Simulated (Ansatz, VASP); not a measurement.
# WC: VASP beside Ansatz

Contents of INCAR:

```
PREC = Accurate
ENCUT = 520
EDIFF = 1E-6
ISMEAR = 0
SIGMA = 0.15
LREAL = F
LASPH = T
NELM = 100
ALGO = Normal
ISIF = 2
LWAVE = F
LCHARG = F
GGA = PS
NBANDS = 16
```

Contents of KPOINTS:

```
Automatic mesh
0
Gamma
  6 6 6
```

POSCAR

```
WC
1.0
    2.9005014360      0.0000000000      0.0000000000
   -1.4502507180      2.5119079273      0.0000000000
    0.0000000000      0.0000000000      2.8290000000
W C
1 1
Direct
    0.0000000000      0.0000000000      0.0132555673
    0.6666666667      0.3333333333      0.5000000000
```

Input for Ansatz:

```yaml
crystal:
  lattice:
    - [2.900501436, 0.0, 0.0]
    - [-1.450250718, 2.5119079273, 0.0]
    - [0.0, 0.0, 2.829]
  atoms:
    - { symbol: W, position: [0.0, 0.0, 0.0132555673] }
    - { symbol: C, position: [0.6666666667, 0.3333333333, 0.5] }
basis:
  ecutwfc: 420
kpoints:
  mp_grid: { grid: [6, 6, 6] }
hamiltonian:
  xc: pbesol
scf:
  occupations: { method: gaussian, width: 0.15 }
output:
  forces: true
  stress: true
  eigenvalues: true
```

Change from the starting cell: all W atoms moved +0.037 Å, as atom 1 along Cartesian [0 0 1].

Alike in both runs: task single point; functional PBEsol; k mesh 6 × 6 × 6; occupations gaussian, width 0.15 eV; no spin polarisation.

|  | VASP | Ansatz |
| --- | --- | --- |
| version | VASP 6.6.1 | Ansatz 0.2.0 |
| potentials or method | VASP PAW PBE potentials, release 64 (W_sv, C), cutoff 520 eV | scalar-relativistic, plane waves, PAW |
| valence electrons in the cell | 18 | 18 |

```csv
,VASP,Ansatz,Ansatz less VASP
gap on the k mesh at the Fermi level (eV),none,none,-
pressure (GPa),0.8,-0.4,-1.23
"traceless stress, the component that is largest in VASP (GPa)",-1.47,-1.72,-0.249
rms of the force components (eV/Å),0.307,0.304,-0.0032
```

VASP's potentials were made for PBE, not for PBEsol. Atom by atom the forces differ by 0.003 eV/Å (rms over components). A gap of «none» marks a metal or a gap that the smearing closes.

The k mesh is coarse, so the values compare programs but aren't converged. Neither program's run includes spin-orbit coupling.
